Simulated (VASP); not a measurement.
# Ti (C2/m) in VASP: further runs, part 2 of 2

VASP 6.6.1. The steps go on from the part before.

### Step 3. Single point, PBEsol (shortest bond scaled by 0.88)

Contents of INCAR:

```
  PREC = Accurate
  ENCUT = 520
  EDIFF = 1E-6
  ISMEAR = -1
  SIGMA = 0.05
  LREAL = F
  LASPH = T
  NELM = 60
  ALGO = Normal
  ISIF = 2
  LWAVE = F
  LCHARG = T
  GGA = PS
  LELF = T
  LVHAR = T
  NBANDS = 19
```

Contents of KPOINTS:

```
regular mesh
0
Gamma
  12 12 7
```

Contents of POSCAR:

```
Ti
1.0
    2.9162152113      0.0000000000      0.0000000000
   -1.4581076057      2.5255164559      0.0000000000
    0.0000000000      0.0000000000      4.7242686424
Ti
2
Direct
    0.2933333333      0.6466666667      0.2200000000
    0.7066666667      0.3533333333      0.7800000000
```

Potentials or basis: VASP PAW PBE potentials, release 64 (Ti_sv).

Command:

```sh
cat potpaw_PBE.64/Ti_sv/POTCAR > POTCAR
mpirun -np 1 vasp_std > vasp.out
```

OUTCAR:

```text
PREC = Accurate
   ENCUT = 520
   EDIFF = 1E-6
   ISMEAR = -1
   LREAL = F
   LASPH = T
   NELM = 60
   ISIF = 2
   GGA = PS

 ion  position               nearest neighbor table
   1  0.293  0.647  0.220-   2 2.55   2 2.75   2 2.75
   2  0.707  0.353  0.780-   1 2.55   1 2.75   1 2.75

  LATTYP: Found a hexagonal cell.
 ALAT       =     2.9162152113
 C/A-ratio  =     1.6200000000

  Lattice vectors:

 A1 = (   2.9162152113,   0.0000000000,   0.0000000000)
 A2 = (  -1.4581076057,   2.5255164559,   0.0000000000)
 A3 = (   0.0000000000,   0.0000000000,   4.7242686424)

Analysis of symmetry for initial positions (statically):
=====================================================================
 Subroutine PRICEL returns:
 Original cell was already a primitive cell.

 Routine SETGRP: Setting up the symmetry group for a
 hexagonal supercell.

 Subroutine GETGRP returns: Found  4 space group operations
 (whereof  4 operations were pure point group operations)
 out of a pool of 24 trial point group operations.

The static configuration has the point symmetry C_2h.

Analysis of symmetry for dynamics (positions and initial velocities):
=====================================================================
 Subroutine PRICEL returns:
 Original cell was already a primitive cell.

 Routine SETGRP: Setting up the symmetry group for a
 hexagonal supercell.

 Subroutine GETGRP returns: Found  4 space group operations
 (whereof  4 operations were pure point group operations)
 out of a pool of 24 trial point group operations.

The dynamic configuration has the point symmetry C_2h.

 Subroutine INISYM returns: Found  4 space group operations
 (whereof  4 operations are pure point group operations),
 and found     1 'primitive' translations

----------------------------------------------------------------------------------------

                                     Primitive cell

  volume of cell :      34.7940

  direct lattice vectors                    reciprocal lattice vectors
     2.916215211  0.000000000  0.000000000     0.342910220  0.197979308  0.000000000
    -1.458107606  2.525516456  0.000000000     0.000000000  0.395958616  0.000000000
     0.000000000  0.000000000  4.724268642     0.000000000  0.000000000  0.211672975

  length of vectors
     2.916215211  2.916215211  4.724268642     0.395958616  0.395958616  0.211672975

  position of ions in fractional coordinates (direct lattice)
     0.293333333  0.646666667  0.220000000
     0.706666667  0.353333333  0.780000000

  ion indices of the primitive-cell ions
   primitive index   ion index
                 1           1
                 2           2

----------------------------------------------------------------------------------------

 KPOINTS: regular mesh

Automatic generation of k-mesh.
 Grid dimensions read from file:
 generate k-points for:   12   12    7

 Generating k-lattice:

  Cartesian coordinates                     Fractional coordinates (reciprocal lattice)
     0.028575852  0.016498276  0.000000000     0.083333333  0.000000000  0.000000000
     0.000000000  0.032996551  0.000000000     0.000000000  0.083333333  0.000000000
     0.000000000  0.000000000  0.030238996     0.000000000  0.000000000  0.142857143

  Length of vectors
     0.032996551  0.032996551  0.030238996

  Shift w.r.t. Gamma in fractional coordinates (k-lattice)
     0.000000000  0.000000000  0.000000000

 Subroutine IBZKPT returns following result:
 ===========================================

 Found    277 irreducible k-points:

 Following reciprocal coordinates:
            Coordinates               Weight
  0.000000  0.000000  0.000000      1.000000
  0.083333 -0.000000  0.000000      2.000000
  0.000000  0.083333  0.000000      4.000000
  0.166667 -0.000000  0.000000      2.000000
  0.000000  0.166667  0.000000      4.000000
  0.250000  0.000000  0.000000      2.000000
[... 16 lines left out ...]
 -0.083333  0.416667  0.000000      4.000000
 -0.416667  0.333333  0.000000      4.000000
 [... further k-points ...]
   k-points           NKPTS =    277   k-points in BZ     NKDIM =    277   number of bands    NBANDS=     19
   number of dos      NEDOS =    301   number of ions     NIONS =      2
   total plane-waves  NPLWV =  20736
   dimension x,y,z NGX =    24 NGY =   24 NGZ =   36
   dimension x,y,z NGXF=    48 NGYF=   48 NGZF=   72
   ions per type =               2
   NGX,Y,Z   is equivalent  to a cutoff of  13.68, 13.68, 12.67 a.u.
   NGXF,Y,Z  is equivalent  to a cutoff of  27.36, 27.36, 25.34 a.u.
 SYSTEM =  unknown system
   PREC   = accura    normal or accurate (medium, high low for compatibility)
   ISTART =      0    job   : 0-new  1-cont  2-samecut
   ICHARG =      2    charge: 1-file 2-atom 10-const
   ISPIN  =      1    spin polarized calculation?
   LNONCOLLINEAR =      F non collinear calculations
   LSORBIT =      F    spin-orbit coupling
   LASPH  =      T    aspherical Exc in radial PAW
   ENCUT  =  520.0 eV  38.22 Ry    6.18 a.u.   5.42  5.42  8.78*2*pi/ulx,y,z
   NELM   =     60;   NELMIN=  2; NELMDL= -5     # of ELM steps
   EDIFF  = 0.1E-05   stopping-criterion for ELM
   LREAL  =      F    real-space projection
   EDIFFG = 0.1E-04   stopping-criterion for IOM
   NSW    =      0    number of steps for IOM
   IBRION =     -1    ionic relax: 0-MD 1-quasi-New 2-CG
   NFREE  =      0    steps in history (QN), initial steepest desc. (CG)
   ISIF   =      2    stress and relaxation
   ISYM   =      2    0-nonsym 1-usesym 2-fastsym
   POTIM  = 0.5000    time-step for ionic-motion
   TEBEG  =    0.0;   TEEND  =   0.0 temperature during run
   PSTRESS=    0.0 pullay stress
   NELECT =      24.0000    total number of electrons
   NUPDOWN=      -1.0000    fix difference up-down
   EMIN   =  10.00;   EMAX   =-10.00  energy-range for DOS
   EFERMI =   0.00;   METHOD = LEGACY
   ISMEAR =    -1;   SIGMA  =   0.05  broadening in eV -4-tet -1-fermi 0-gaus
   EFERMI_NEDOS =   21; number of points for ismear=-14 and -15
   IALGO  =     38    algorithm
   IMIX   =      4    mixing-type and parameters
     AMIX     =   0.40;   BMIX     =  1.00
     AMIX_MAG =   1.60;   BMIX_MAG =  1.00
  volume/ion in A,a.u.               =      17.40       117.40
  Fermi-wavevector in a.u.,A,eV,Ry     =   1.446473  2.733438 28.467271  2.092285
  Thomas-Fermi vector in A             =   2.564538
   LORBIT       =      0    0 simple, 1 ext, 2 COOP (PROOUT), +10 PAW based schemes
   GGA     = PS    functional components
   LHFCALC =     F    Hartree Fock is set to
   AEXX    =    0.0000 exact exchange contribution
   IVDW    =     0    specifies the selected vdW correction
   LEPSILON=     F    determine dielectric tensor
   LRPA    =     F    only Hartree local field effects (RPA)
 non-spin polarized calculation
  energy-cutoff  :      520.00
  volume of cell :       34.79
 maximum number of plane-waves:       966
 NGX is ok and might be reduce to    24
   NGX = 11   NGY = 11   NGZ = 17

 number of electron      23.9999994 magnetization

 Free energy of the ion-electron system (eV)
  ---------------------------------------------------
  ext. energy  EPLUGINS =         0.00000000
  ---------------------------------------------------
  free energy    TOTEN  =       -16.49443865 eV

  energy without entropy =      -16.47826691  energy(sigma->0) =      -16.48635278

 E-fermi :   8.1708     XC(G=0): -11.5896

 val. band max:        8.1683815454   @ k =   0.3333   0.3333   0.1429
 cond. band min:       8.1745776460   @ k =  -0.2500   0.0000   0.1429
 fundamental gap:      0.0061961006
 Fermi energy:         8.1708335611

 k-point     1 :       0.0000    0.0000    0.0000
  band No.  band energies     occupation
      1     -48.4590      2.00000
      2     -48.2658      2.00000
      3     -25.1931      2.00000
      4     -24.4981      2.00000
      5     -24.4462      2.00000
      6     -24.3791      2.00000
[... 11 lines left out ...]
     18      10.4435      0.00000
     19      11.1360      0.00000

 k-point     2 :       0.0833   -0.0000    0.0000
  band No.  band energies     occupation
      1     -48.4505      2.00000
      2     -48.2638      2.00000
      3     -25.1778      2.00000
      4     -24.5432      2.00000
      5     -24.4628      2.00000
      6     -24.3867      2.00000
[... 476 lines left out ...]
 k-point    24 :      -0.4167    0.3333    0.0000
  band No.  band energies     occupation
      1     -48.3476      2.00000
      2     -48.2382      2.00000
      3     -25.0371      2.00000
      4     -24.9451      2.00000
      5     -24.6905      2.00000
      6     -24.6276      2.00000
[... 11 lines left out ...]
     18      11.6822      0.00000
     19      11.7588      0.00000

 [... further k-points ...]
[... 5 lines left out ...]
  --------------------------------------------------------------------------------------
  -------------------------------------------------------------------------------------
  Total       -0.0348557     -0.7208327     -0.1603383      0.5940735      0.1362649      0.2360179
  in kB       -1.6050175    -33.1925566     -7.3831797     27.3556113      6.2746620     10.8680377
  external PRESSURE =     -14.0602513 kB  Pullay stress =       0.0000000 kB

 VOLUME and BASIS-vectors are now :
 -----------------------------------------------------------------------------
  energy-cutoff  :      520.00
  volume of cell :       34.79
      direct lattice vectors                 reciprocal lattice vectors
     2.916215211  0.000000000  0.000000000     0.342910220  0.197979308  0.000000000
    -1.458107606  2.525516456  0.000000000     0.000000000  0.395958616  0.000000000
     0.000000000  0.000000000  4.724268642     0.000000000  0.000000000  0.211672975

 POSITION                                       TOTAL-FORCE (eV/Angst)
 -----------------------------------------------------------------------------------
     -0.08749      1.63317      1.03934         0.194117      0.112073      1.250219
      1.54559      0.89235      3.68493        -0.194117     -0.112073     -1.250219
 -----------------------------------------------------------------------------------
    total drift:                               -0.000000      0.000000     -0.000000

  FREE ENERGIE OF THE ION-ELECTRON SYSTEM (eV)
  ---------------------------------------------------
  free  energy   TOTEN  =       -16.4944386493 eV

  energy  without entropy=      -16.4782669135  energy(sigma->0) =      -16.48635278
```

OSZICAR:

```text
N       E                     dE             d eps       ncg     rms          rms(c)
DAV:   1     0.262351437048E+03    0.26235E+03   -0.13037E+04 10558   0.157E+03
DAV:   2     0.116107309799E+02   -0.25074E+03   -0.24659E+03 10808   0.440E+02
DAV:   3    -0.174758306623E+02   -0.29087E+02   -0.28719E+02 19718   0.123E+02
DAV:   4    -0.187134724533E+02   -0.12376E+01   -0.12341E+01 12321   0.266E+01
DAV:   5    -0.187729329918E+02   -0.59461E-01   -0.59453E-01 15443   0.419E+00    0.128E+01
DAV:   6    -0.165159916897E+02    0.22569E+01   -0.78515E+00 12071   0.288E+01    0.317E+00
DAV:   7    -0.164767548362E+02    0.39237E-01   -0.85843E-01 15832   0.664E+00    0.209E+00
DAV:   8    -0.164979058429E+02   -0.21151E-01   -0.17330E-01 11434   0.489E+00    0.537E-01
DAV:   9    -0.164936323731E+02    0.42735E-02   -0.38401E-02 12091   0.188E+00    0.155E-01
DAV:  10    -0.164942778147E+02   -0.64544E-03   -0.34284E-03 14685   0.428E-01    0.929E-02
DAV:  11    -0.164944484446E+02   -0.17063E-03   -0.34606E-04 13140   0.139E-01    0.272E-02
DAV:  12    -0.164944384087E+02    0.10036E-04   -0.70967E-05 15291   0.569E-02    0.439E-03
DAV:  13    -0.164944386493E+02   -0.24059E-06   -0.17883E-06  8566   0.163E-02
   1 F= -.16494439E+02 E0= -.16486353E+02  d E =-.161717E-01
```

Wall time 1.8 min (1 thread of AMD EPYC 9R45 (Zen 5), shared host); peak memory 0.24 GiB.

Results:

```
Free energy            : -16.4944 eV
Pressure               : -1.4 GPa
Largest force          : 1.270 eV/Å
Band gap on the k mesh : zero (band 12 reaches 8.84 eV, above the bottom of band 13 at 7.87 eV)
```

Forces on the atoms (eV/Å):
```
Ti   0.194  0.112  1.250
Ti  -0.194 -0.112 -1.250
```

Caveat: the cell differs from its parent crystal (shortest bond scaled by 0.88); the PAW data sets were made with another functional, which shifts forces and pressure a little.

### Step 4. Single point, PBEsol (shortest bond scaled by 0.64)

Contents of INCAR:

```
SYSTEM = Ti
PREC = Accurate ; ENCUT = 520
EDIFF = 1E-6 ; ISMEAR = -1
SIGMA = 0.05 ; LREAL = .FALSE.
LASPH = .TRUE. ; NELM = 60
ALGO = Normal ; ISIF = 2
LWAVE = .FALSE. ; LCHARG = .FALSE.
GGA = PS ; NBANDS = 19
```

Contents of KPOINTS:

```
regular mesh
0
G
  12 12 7
  0 0 0
```

Contents of POSCAR:

```
Ti
1.0
    2.9162152113      0.0000000000      0.0000000000
   -1.4581076057      2.5255164559      0.0000000000
    0.0000000000      0.0000000000      4.7242686424
Ti
2
Direct
    0.2133333333      0.6066666667      0.1600000000
    0.7866666667      0.3933333333      0.8400000000
```

Command:

```sh
cat potpaw_PBE.64/Ti_sv/POTCAR > POTCAR
mpirun -np 1 vasp_std > vasp.out
```

Wall time 99 s (1 thread of AMD EPYC 9R45 (Zen 5), shared host); peak memory 0.24 GiB.

Results (log left out):

- Free energy: -14.3647 eV
- Pressure: 19.9 GPa
- Largest force: 7.202 eV/Å
- Band gap on the k mesh: zero (band 12 reaches 8.18 eV, above the bottom of band 13 at 7.12 eV)

Forces in eV/Å, atoms in the order of the input:
```
Ti   1.453  0.839  7.004
Ti  -1.453 -0.839 -7.004
```

Stress tensor (GPa, compression positive):
```
16.85  4.27  8.63
 4.27 11.91  4.98
 8.63  4.98 31.07
```

Levels at points of the mesh, in eV from the Fermi level:
```tsv
k point	band 8	band 9	band 10	band 11	band 12	band 13	band 14	band 15	band 16	band 17
(0.00, 0.00, 0.00)	-30.00	-5.40	-2.92	-1.33	-0.27	0.17	0.96	1.85	2.78	4.13
(0.50, 0.00, 0.00)	-30.06	-3.05	-1.07	-0.29	0.38	1.03	1.33	2.10	3.20	4.18
(0.00, 0.50, 0.00)	-30.00	-2.91	-2.16	-1.04	0.40	0.47	1.18	3.04	3.99	4.30
```

Caveat: the cell differs from its parent crystal (shortest bond scaled by 0.64); the PAW data sets were made with another functional, which shifts forces and pressure a little.

### Step 5. Single point, PBEsol (shortest bond scaled by 0.64)

Contents of INCAR:

```
PREC = Accurate
ENCUT = 520
EDIFF = 1E-7
ISMEAR = -1
SIGMA = 0.05
LREAL = F
LASPH = T
NELM = 60
ALGO = Normal
ISIF = 2
LWAVE = F
LCHARG = F
GGA = PS
NBANDS = 19
```

Contents of KPOINTS:

```
Automatic mesh
0
Gamma
  12 12 7
```

POSCAR is that of step 4.

Command:

```sh
cat potpaw_PBE.64/Ti_sv/POTCAR > POTCAR
mpirun -np 1 vasp_std > vasp.out
```

It took 1.7 min on 1 thread of AMD EPYC 9R45 (Zen 5), shared host; peak memory 0.23 GiB.

Results (log left out):

```
Free energy            : -14.3647 eV
Pressure               : 19.9 GPa
Largest force          : 7.202 eV/Å
Band gap on the k mesh : zero (band 12 reaches 8.18 eV, above the bottom of band 13 at 7.12 eV)
```

Forces on the atoms (eV/Å):
```
Ti   1.453  0.839  7.004
Ti  -1.453 -0.839 -7.004
```

Stress tensor (GPa, compression positive):
```
16.85  4.27  8.63
 4.27 11.91  4.98
 8.63  4.98 31.07
```

Levels at points of the mesh, in eV from the Fermi level:
```tsv
k point	band 9	band 10	band 11	band 12	band 13	band 14	band 15	band 16
(0.00, 0.00, 0.00)	-5.40	-2.92	-1.33	-0.27	0.17	0.96	1.85	2.78
(0.50, 0.00, 0.00)	-3.05	-1.07	-0.29	0.38	1.03	1.33	2.10	3.20
(0.00, 0.50, 0.00)	-2.91	-2.16	-1.04	0.40	0.47	1.18	3.04	3.99
```

Caveat: the cell differs from its parent crystal (shortest bond scaled by 0.64); the PAW data sets were made with another functional, which shifts forces and pressure a little.
